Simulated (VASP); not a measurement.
Input of a VASP 6.6.1 run:

INCAR

```
SYSTEM = Zr
  PREC = Accurate
  ENCUT = 520
  EDIFF = 1E-6
  ISMEAR = -1
  SIGMA = 0.08
  LREAL = .False.
  LASPH = .True.
  NELM = 100
  ALGO = Normal
  ISIF = 2
  LWAVE = .False.
  LCHARG = .False.
  GGA = PE
  NBANDS = 19
```

The input KPOINTS:

```
regular mesh
0
Gamma
  11 11 11
  0 0 0
```

The input POSCAR:

```
Zr
1.0
    0.0000000000      2.6494214600      2.6494214600
    2.6494214600      0.0000000000      2.6494214600
    2.6494214600      2.6494214600      0.0000000000
Zr
2
Direct
   -0.1250000000     -0.1250000000     -0.1250000000
    0.1250000000      0.1250000000      0.1250000000
```

Potentials or basis: VASP PAW PBE potentials, release 64 (Zr_sv).

Command:

```bash
$ cat potpaw_PBE.64/Zr_sv/POTCAR > POTCAR
$ mpirun -np 1 vasp_std > vasp.out
```

What does it give for the band gap on the k mesh?

Zero (band 12 reaches 12.41 eV, above the bottom of band 13 at 10.60 eV).

Estimate the pressure.

50.0 GPa.
